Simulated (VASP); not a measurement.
# Ru (Im-3m) in VASP: further runs

Ru is run at these levels: PBEsol; tasks: relaxation of cell and atoms, single point.

All numbers are computed with VASP 6.6.1; they aren't measurements. Logs are shortened: lines on timing, memory, paths and dates and some standing lists are left out, and cuts for length are marked.

### 1 The cell of the first run

It takes space group Im-3m (No. 229, cubic). Conventional cell: a = 2.983 Å, b = 2.983 Å, c = 2.983 Å, α = 90.00°, β = 90.00°, γ = 90.00°. Ru (site symmetry m-3m) has 14 Ru at 2.58 to 2.98 Å within 3.4 Å.

### 2 Relaxation of cell and atoms, PBEsol

INCAR

```
  ALGO = Normal
  EDIFF = 1E-6
  EDIFFG = -0.05
  ENCUT = 600
  GGA = PS
  IBRION = 2
  ISIF = 3
  ISMEAR = 0
  LASPH = True
  LCHARG = False
  LREAL = False
  LWAVE = False
  NELM = 80
  NSW = 80
  PREC = Accurate
  SIGMA = 0.1
```

KPOINTS

```
k-points
0
Gamma
  10 10 10
```

POSCAR

```
Ru
1.0
   -1.4914141638      1.4914141638      1.4914141638
    1.4914141638     -1.4914141638      1.4914141638
    1.4914141638      1.4914141638     -1.4914141638
Ru
1
Direct
    0.0000000000      0.0000000000      0.0000000000
```

Potentials or basis: VASP PAW PBE potentials, release 64 (Ru_pv).

On the command line:

```console
cat potpaw_PBE.64/Ru_pv/POTCAR > POTCAR
mpirun -np 1 vasp_std > vasp.out
```

OUTCAR:

```text
EDIFF = 1E-6
   EDIFFG = -0.05
   ENCUT = 600
   GGA = PS
   IBRION = 2
   ISIF = 3
   ISMEAR = 0
   LASPH = True
   LREAL = False
   NELM = 80
   NSW = 80
   PREC = Accurate

 ion  position               nearest neighbor table
   1  0.000  0.000  0.000-

  LATTYP: Found a body centered cubic cell.
 ALAT       =     2.9828283276

  Lattice vectors:

 A1 = (  -1.4914141638,   1.4914141638,   1.4914141638)
 A2 = (   1.4914141638,  -1.4914141638,   1.4914141638)
 A3 = (   1.4914141638,   1.4914141638,  -1.4914141638)

Analysis of symmetry for initial positions (statically):
=====================================================================
 Subroutine PRICEL returns:
 Original cell was already a primitive cell.

 Routine SETGRP: Setting up the symmetry group for a
 body centered cubic supercell.

 Subroutine GETGRP returns: Found 48 space group operations
 (whereof 48 operations were pure point group operations)
 out of a pool of 48 trial point group operations.

The static configuration has the point symmetry O_h .

Analysis of symmetry for dynamics (positions and initial velocities):
=====================================================================
 Subroutine PRICEL returns:
 Original cell was already a primitive cell.

 Routine SETGRP: Setting up the symmetry group for a
 body centered cubic supercell.

 Subroutine GETGRP returns: Found 48 space group operations
 (whereof 48 operations were pure point group operations)
 out of a pool of 48 trial point group operations.

The dynamic configuration has the point symmetry O_h .

 Subroutine INISYM returns: Found 48 space group operations
 (whereof 48 operations are pure point group operations),
 and found     1 'primitive' translations

----------------------------------------------------------------------------------------

                                     Primitive cell

  volume of cell :      13.2695

  direct lattice vectors                    reciprocal lattice vectors
    -1.491414164  1.491414164  1.491414164     0.000000000  0.335252281  0.335252281
     1.491414164 -1.491414164  1.491414164     0.335252281  0.000000000  0.335252281
     1.491414164  1.491414164 -1.491414164     0.335252281  0.335252281  0.000000000

  length of vectors
     2.583205107  2.583205107  2.583205107     0.474118322  0.474118322  0.474118322

  position of ions in fractional coordinates (direct lattice)
     0.000000000  0.000000000  0.000000000

  ion indices of the primitive-cell ions
   primitive index   ion index
                 1           1

----------------------------------------------------------------------------------------

 KPOINTS: k-points

Automatic generation of k-mesh.
 Grid dimensions read from file:
 generate k-points for:   10   10   10

 Generating k-lattice:

  Cartesian coordinates                     Fractional coordinates (reciprocal lattice)
     0.000000000  0.033525228  0.033525228     0.100000000  0.000000000  0.000000000
     0.033525228  0.000000000  0.033525228     0.000000000  0.100000000  0.000000000
     0.033525228  0.033525228  0.000000000     0.000000000  0.000000000  0.100000000

  Length of vectors
     0.047411832  0.047411832  0.047411832

  Shift w.r.t. Gamma in fractional coordinates (k-lattice)
     0.000000000  0.000000000  0.000000000

 Subroutine IBZKPT returns following result:
 ===========================================

 Found     47 irreducible k-points:

 Following reciprocal coordinates:
            Coordinates               Weight
  0.000000  0.000000  0.000000      1.000000
  0.100000  0.000000  0.000000     12.000000
  0.200000  0.000000  0.000000     12.000000
  0.300000  0.000000  0.000000     12.000000
  0.400000  0.000000  0.000000     12.000000
  0.500000  0.000000  0.000000      6.000000
[... 16 lines left out ...]
  0.300000  0.300000  0.100000      8.000000
 -0.300000  0.300000  0.100000     24.000000
 [... further k-points ...]
   k-points           NKPTS =     47   k-points in BZ     NKDIM =     47   number of bands    NBANDS=     11
   number of dos      NEDOS =    301   number of ions     NIONS =      1
   total plane-waves  NPLWV =  13824
   dimension x,y,z NGX =    24 NGY =   24 NGZ =   24
   dimension x,y,z NGXF=    48 NGYF=   48 NGZF=   48
   ions per type =               1
   NGX,Y,Z   is equivalent  to a cutoff of  15.45, 15.45, 15.45 a.u.
   NGXF,Y,Z  is equivalent  to a cutoff of  30.89, 30.89, 30.89 a.u.
 SYSTEM =  unknown system
   PREC   = accura    normal or accurate (medium, high low for compatibility)
   ISTART =      0    job   : 0-new  1-cont  2-samecut
   ICHARG =      2    charge: 1-file 2-atom 10-const
   ISPIN  =      1    spin polarized calculation?
   LNONCOLLINEAR =      F non collinear calculations
   LSORBIT =      F    spin-orbit coupling
   LASPH  =      T    aspherical Exc in radial PAW
   ENCUT  =  600.0 eV  44.10 Ry    6.64 a.u.   5.16  5.16  5.16*2*pi/ulx,y,z
   NELM   =     80;   NELMIN=  2; NELMDL= -5     # of ELM steps
   EDIFF  = 0.1E-05   stopping-criterion for ELM
   LREAL  =      F    real-space projection
   EDIFFG = -.5E-01   stopping-criterion for IOM
   NSW    =     80    number of steps for IOM
   IBRION =      2    ionic relax: 0-MD 1-quasi-New 2-CG
   NFREE  =      1    steps in history (QN), initial steepest desc. (CG)
   ISIF   =      3    stress and relaxation
   ISYM   =      2    0-nonsym 1-usesym 2-fastsym
   POTIM  = 0.5000    time-step for ionic-motion
   TEBEG  =    0.0;   TEEND  =   0.0 temperature during run
   PSTRESS=    0.0 pullay stress
   NELECT =      14.0000    total number of electrons
   NUPDOWN=      -1.0000    fix difference up-down
   EMIN   =  10.00;   EMAX   =-10.00  energy-range for DOS
   EFERMI =   0.00;   METHOD = LEGACY
   ISMEAR =     0;   SIGMA  =   0.10  broadening in eV -4-tet -1-fermi 0-gaus
   EFERMI_NEDOS =   21; number of points for ismear=-14 and -15
   IALGO  =     38    algorithm
   IMIX   =      4    mixing-type and parameters
     AMIX     =   0.40;   BMIX     =  1.00
     AMIX_MAG =   1.60;   BMIX_MAG =  1.00
  volume/ion in A,a.u.               =      13.27        89.55
  Fermi-wavevector in a.u.,A,eV,Ry     =   1.666605  3.149426 37.791147  2.777571
  Thomas-Fermi vector in A             =   2.752772
   LORBIT       =      0    0 simple, 1 ext, 2 COOP (PROOUT), +10 PAW based schemes
   GGA     = PS    functional components
   LHFCALC =     F    Hartree Fock is set to
   AEXX    =    0.0000 exact exchange contribution
   IVDW    =     0    specifies the selected vdW correction
   LEPSILON=     F    determine dielectric tensor
   LRPA    =     F    only Hartree local field effects (RPA)
 conjugate gradient relaxation of ions
 non-spin polarized calculation
 Gauss-broadening in eV      SIGMA  =   0.10
  energy-cutoff  :      600.00
  volume of cell :       13.27
 maximum number of plane-waves:       466
 NGX is ok and might be reduce to    24
   NGX = 11   NGY = 11   NGZ = 11

--------------------------------------- Ionic step        1  -------------------------------------------

 number of electron      14.0000002 magnetization

 Free energy of the ion-electron system (eV)
  ---------------------------------------------------
  ext. energy  EPLUGINS =         0.00000000
  ---------------------------------------------------
  free energy    TOTEN  =        -9.49391887 eV

  energy without entropy =       -9.48449594  energy(sigma->0) =       -9.48920740

------------------------ aborting loop because EDIFF is reached ----------------------------------------

  FORCE on cell =-STRESS in cart. coord.  units (eV):
  Direction    XX          YY          ZZ          XY          YZ          ZX
  --------------------------------------------------------------------------------------
  -------------------------------------------------------------------------------------
  Total        0.9927953      0.9927953      0.9927953      0.0000000     -0.0000000      0.0000000
  in kB      119.8713868    119.8713868    119.8713868      0.0000000     -0.0000000      0.0000000
  external PRESSURE =     119.8713868 kB  Pullay stress =       0.0000000 kB

 VOLUME and BASIS-vectors are now :
 -----------------------------------------------------------------------------
  energy-cutoff  :      600.00
  volume of cell :       13.27
      direct lattice vectors                 reciprocal lattice vectors
    -1.491414164  1.491414164  1.491414164     0.000000000  0.335252281  0.335252281
     1.491414164 -1.491414164  1.491414164     0.335252281  0.000000000  0.335252281
     1.491414164  1.491414164 -1.491414164     0.335252281  0.335252281  0.000000000
[... 36 lines left out ...]
 POSITION                                       TOTAL-FORCE (eV/Angst)
 -----------------------------------------------------------------------------------
      0.00000      0.00000      0.00000        -0.000000      0.000000      0.000000
 -----------------------------------------------------------------------------------
    total drift:                               -0.000000      0.000000      0.000000

  FREE ENERGIE OF THE ION-ELECTRON SYSTEM (eV)
  ---------------------------------------------------
  free  energy   TOTEN  =        -9.3753027378 eV

  energy  without entropy=       -9.3634811764  energy(sigma->0) =       -9.36939196

--------------------------------------- Ionic step        3  -------------------------------------------

 number of electron      13.9999997 magnetization

 Free energy of the ion-electron system (eV)
  ---------------------------------------------------
  ext. energy  EPLUGINS =         0.00000000
  ---------------------------------------------------
  free energy    TOTEN  =        -9.51095164 eV

  energy without entropy =       -9.50099938  energy(sigma->0) =       -9.50597551

 E-fermi :  12.5873     XC(G=0): -14.1854

 val. band max:       12.5864306461   @ k =   0.3000   0.1000   0.1000
 cond. band min:      12.5885173269   @ k =   0.2000   0.0000   0.0000
 fundamental gap:      0.0020866807
 Fermi energy:        12.5873493288

 k-point     1 :       0.0000    0.0000    0.0000
  band No.  band energies     occupation
      1     -29.9041      2.00000
      2     -29.9041      2.00000
      3     -29.9041      2.00000
      4       4.4625      2.00000
      5       9.7462      2.00000
      6       9.7462      2.00000
      7       9.7462      2.00000
      8      12.5094      1.73000
      9      12.5094      1.73000
     10      22.9886      0.00000
     11      29.7299      0.00000

 k-point     2 :       0.1000    0.0000    0.0000
  band No.  band energies     occupation
      1     -30.0085      2.00000
      2     -29.9375      2.00000
      3     -29.9045      2.00000
      4       4.8999      2.00000
      5       9.5440      2.00000
      6       9.7260      2.00000
      7      10.1298      2.00000
      8      12.2643      2.00000
      9      12.5232      1.63546
     10      22.9885      0.00000
     11      29.9398      0.00000
[... 295 lines left out ...]
 k-point    24 :      -0.3000    0.3000    0.1000
  band No.  band energies     occupation
      1     -30.5827      2.00000
      2     -30.1662      2.00000
      3     -29.9852      2.00000
      4       7.0038      2.00000
      5       8.8909      2.00000
      6       9.8381      2.00000
      7      11.5967      2.00000
      8      12.6929      0.13566
      9      13.4713      0.00000
     10      22.9875      0.00000
     11      27.7168      0.00000

 [... further k-points ...]
[... 5 lines left out ...]
  --------------------------------------------------------------------------------------
  -------------------------------------------------------------------------------------
  Total       -0.0370150     -0.0370150     -0.0370150     -0.0000000      0.0000000      0.0000000
  in kB       -4.3086956     -4.3086956     -4.3086956     -0.0000000      0.0000000      0.0000000
  external PRESSURE =      -4.3086956 kB  Pullay stress =       0.0000000 kB

 VOLUME and BASIS-vectors are now :
 -----------------------------------------------------------------------------
  energy-cutoff  :      600.00
  volume of cell :       13.76
      direct lattice vectors                 reciprocal lattice vectors
    -1.509711975  1.509711975  1.509711975     0.000000000  0.331189000  0.331189000
     1.509711975 -1.509711975  1.509711975     0.331189000  0.000000000  0.331189000
     1.509711975  1.509711975 -1.509711975     0.331189000  0.331189000  0.000000000

 POSITION                                       TOTAL-FORCE (eV/Angst)
 -----------------------------------------------------------------------------------
      0.00000      0.00000      0.00000         0.000000     -0.000000      0.000000
 -----------------------------------------------------------------------------------
    total drift:                                0.000000     -0.000000      0.000000

  FREE ENERGIE OF THE ION-ELECTRON SYSTEM (eV)
  ---------------------------------------------------
  free  energy   TOTEN  =        -9.5109516414 eV

  energy  without entropy=       -9.5009993810  energy(sigma->0) =       -9.50597551

 reached required accuracy - stopping structural energy minimisation
```

Wall time 33 s (1 thread of AMD EPYC 7R43 (Zen 3), shared host); peak memory 0.12 GiB.

What came out:

```yaml
Free_energy: -9.5110 eV
Relaxed_volume: 13.76 Å³/atom
Relaxed_cell: a = 2.615 Å, b = 2.615 Å, c = 2.615 Å, α = 109.47°, β = 109.47°, γ = 109.47°
Space_group_after_relaxing_to_0.05_Å: Im-3m (No. 229)
Energy_gained_by_relaxing: 17.0 meV/atom
Ionic_steps: 3
Pressure_after_relaxing: -0.4 GPa
Band_gap_on_the_k_mesh: zero (band 7 reaches 14.49 eV, above the bottom of band 8 at 11.13 eV)
```

Step by step:
```
step  energy change (eV)  largest force (eV/Å)  pressure (GPa)  volume (Å³)
   1              0.0000                0.0000           11.99        13.27
   2              0.1186                0.0000          -25.71        15.27
   3             -0.0170                0.0000           -0.43        13.76
```

Final structure:
```yaml
crystal:
  lattice:
    - [-1.50971, 1.50971, 1.50971]
    - [1.50971, -1.50971, 1.50971]
    - [1.50971, 1.50971, -1.50971]
  atoms:
    - { symbol: Ru, position: [0.00000, 0.00000, 0.00000] }
```

Levels at points of the mesh, in eV from the Fermi level:
```tsv
k point	band 4	band 5	band 6	band 7	band 8	band 9	band 10	band 11
(0.00, 0.00, 0.00)	-8.12	-2.84	-2.84	-2.84	-0.08	-0.08	10.40	17.14
(0.50, 0.00, 0.00)	-6.30	-4.64	-0.09	0.40	1.16	2.54	10.30	10.50
(0.50, 0.50, 0.50)	-6.40	-6.40	1.91	1.91	1.91	9.37	9.37	9.37
```

Caveat: the PAW data sets were made with another functional, which shifts forces and pressure a little.

### 3 Single point, PBEsol

This run uses another cell than the first one, of 13.75 Å³/atom, 1.036 times its volume.

INCAR

```
SYSTEM = Ru
PREC     = Accurate       ! precision mode
ENCUT    = 520            ! plane-wave cutoff, eV
EDIFF    = 1E-6           ! SCF threshold, eV
ISMEAR   = 0              ! smearing method
SIGMA    = 0.1            ! smearing width, eV
LREAL    = .FALSE.        ! projectors in reciprocal space
LASPH    = .TRUE.         ! aspherical terms in the spheres
NELM     = 80             ! most SCF steps
ALGO     = Normal         ! electronic algorithm
ISIF     = 2              ! what is computed and relaxed
LWAVE    = .FALSE.        ! write WAVECAR
LCHARG   = .FALSE.        ! write CHGCAR
GGA      = PS             ! functional
NBANDS   = 13             ! bands
```

KPOINTS

```
regular mesh
0
G
  20 20 20
  0 0 0
```

POSCAR

```
Ru
1.0
   -1.5090863515      1.5090863515      1.5090863515
    1.5090863515     -1.5090863515      1.5090863515
    1.5090863515      1.5090863515     -1.5090863515
Ru
1
Direct
    0.0000000000      0.0000000000      0.0000000000
```

Potentials or basis: VASP PAW PBE potentials, release 64 (Ru_pv).

On the command line:

```console
cat potpaw_PBE.64/Ru_pv/POTCAR > POTCAR
mpirun -np 1 vasp_std > vasp.out
```

It took 37 s on 1 thread of AMD EPYC 7R43 (Zen 3), shared host; peak memory 0.12 GiB.

Results (log left out):

```yaml
Free_energy: -9.5099 eV
Pressure: 0.0 GPa
Band_gap_on_the_k_mesh: zero (band 7 reaches 14.52 eV, above the bottom of band 8 at 10.82 eV)
```

Levels at points of the mesh, in eV from the Fermi level:
| k point | band 5 | band 6 | band 7 | band 8 | band 9 | band 10 |
| --- | --- | --- | --- | --- | --- | --- |
| (0.00, 0.00, 0.00) | -2.87 | -2.87 | -2.87 | -0.10 | -0.10 | 10.38 |
| (0.50, 0.00, 0.00) | -4.67 | -0.11 | 0.38 | 1.15 | 2.52 | 10.29 |
| (0.50, 0.50, 0.50) | -6.43 | 1.89 | 1.89 | 1.89 | 9.35 | 9.35 |

Caveat: the PAW data sets were made with another functional, which shifts forces and pressure a little.
